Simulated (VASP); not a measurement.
Set up this calculation in VASP 6.6.1, as the native input.

| Quantity | Value |
| --- | --- |
| Task | single point |
| Functional | r2SCAN |
| Dispersion | D4 |
| Potentials or basis | VASP PAW PBE potentials, release 64 (Co_sv, O) |
| Cutoff | 660 eV |
| k mesh | 11 × 11 × 11 |
| Occupations | fermi-dirac, width 0.05 eV |
| Spin | collinear spin, ferromagnetic start |
| Starting moments | [2.0, 0.0] μB |
| Dipole correction | no |
| Further INCAR settings | ALGO = Normal; EDIFF = 1e-06; NBANDS = 22 |

Crystal: CoO.

```
Co O
1.0
     0.00000    2.10197    2.10197
     2.10197    0.00000    2.10197
     2.10197    2.10197    0.00000
Co O
1 1
Direct
  0.00000 0.00000 0.00000
  0.50000 0.50000 0.50000
```

One way to write it, as run:

POSCAR

```
CoO
1.0
    0.0000000000      2.1019671294      2.1019671294
    2.1019671294      0.0000000000      2.1019671294
    2.1019671294      2.1019671294      0.0000000000
Co O
1 1
Direct
    0.0000000000      0.0000000000      0.0000000000
    0.5000000000      0.5000000000      0.5000000000
```

INCAR.step1

```
SYSTEM = CoO
PREC     = Accurate       ! precision mode
ENCUT    = 660            ! plane-wave cutoff, eV
ISMEAR   = -1             ! smearing method
SIGMA    = 0.05           ! smearing width, eV
LREAL    = .False.        ! projectors in reciprocal space
LASPH    = .True.         ! aspherical terms in the spheres
NELM     = 200            ! most SCF steps
ISPIN    = 2              ! spin polarisation
MAGMOM   = 2 0            ! initial moments
LMAXMIX  = 4              ! l up to which the mixer works
NBANDS   = 22             ! bands
GGA      = PE             ! functional
ALGO     = Normal         ! electronic algorithm
EDIFF    = 1E-5           ! SCF threshold, eV
LWAVE    = .True.         ! write WAVECAR
LCHARG   = .False.        ! write CHGCAR
GGA_COMPAT= .False.
```

INCAR.step2

```
SYSTEM = CoO
PREC     = Accurate       ! precision mode
ENCUT    = 660            ! plane-wave cutoff, eV
EDIFF    = 1E-6           ! SCF threshold, eV
ISMEAR   = -1             ! smearing method
SIGMA    = 0.05           ! smearing width, eV
LREAL    = .False.        ! projectors in reciprocal space
LASPH    = .True.         ! aspherical terms in the spheres
NELM     = 200            ! most SCF steps
ALGO     = Normal         ! electronic algorithm
ISIF     = 2              ! what is computed and relaxed
LWAVE    = .False.        ! write WAVECAR
LCHARG   = .False.        ! write CHGCAR
ISPIN    = 2              ! spin polarisation
MAGMOM   = 2 0            ! initial moments
LORBIT   = 11             ! projections on sites
LMAXMIX  = 4              ! l up to which the mixer works
METAGGA  = R2SCAN         ! meta-GGA
LMIXTAU  = .True.       
IVDW     = 13             ! dispersion correction
VDW_S6   = 1.0          
VDW_S8   = 0.6018749    
VDW_A1   = 0.51559235   
VDW_A2   = 5.77342911   
NBANDS   = 22             ! bands
ISTART   = 1            
GGA_COMPAT= .False.
```

KPOINTS

```
Automatic mesh
0
Gamma
  11 11 11
  0 0 0
```

Potentials or basis: VASP PAW PBE potentials, release 64 (Co_sv, O).

The run is started by

```bash
$ cat potpaw_PBE.64/Co_sv/POTCAR potpaw_PBE.64/O/POTCAR > POTCAR
$ cp INCAR.step1 INCAR
$ mpirun -np 1 vasp_std > vasp.out
$ cp INCAR.step2 INCAR
$ mpirun -np 1 vasp_std > vasp.out
```

It gave:

```yaml
Pressure: -2.2 GPa
Band_gap_on_the_k_mesh: zero (filled and empty bands overlap)
Net_moment: 3.00 μB per cell
Site_moments: Co +2.64; O +0.29 μB
Valence_electrons_inside_the_program's_atomic_spheres: Co 14.89; O 5.06
Dispersion_energy_per_atom: -0.108 eV
```

Caveat: the PAW data sets were made with another functional, which shifts forces and pressure a little; a cell with one magnetic atom can't hold antiferromagnetic order, which such compounds often take; semilocal functionals often make such compounds metallic where correlation or magnetic order opens a gap, which also shifts bond lengths.

It took 6.3 min on 1 thread of Intel(R) Xeon(R) Platinum 8259CL CPU @ 2.50GHz (Skylake/Cascade Lake) (shared host), peak memory 0.21 GiB.
